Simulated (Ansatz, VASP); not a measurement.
Ru: VASP beside Ansatz

```xyz
2
Lattice="2.7058 0.0000 0.0000 -1.3529 2.3433 0.0000 0.0000 0.0000 4.2819" Properties=species:S:1:pos:R:3 pbc="T T T"
Ru    1.3529    0.7811    3.2114
Ru    0.0000    1.5622    1.0705
```

Alike in both runs: task relaxation of cell and atoms; functional LDA; k mesh 11 × 11 × 6; occupations fermi-dirac, width 0.05 eV; no spin polarisation.

|  | VASP | Ansatz |
| --- | --- | --- |
| version | VASP 6.6.1 | Ansatz 0.2.0 |
| potentials or method | VASP PAW LDA potentials, release 64 (Ru_pv), cutoff 600 eV | all-electron LAPW, scalar-relativistic |

```csv
,VASP,Ansatz,Ansatz less VASP
relaxed volume (Å³/atom),13.13,13.09,-0.033
relaxed cell length with the largest relative difference (Å),2.676,2.674,-0.0027
```

LDA's correlation is that of Perdew and Zunger in VASP and of Perdew and Wang (1992) in Ansatz. Ansatz ran all-electron here, and VASP with PAW potentials.
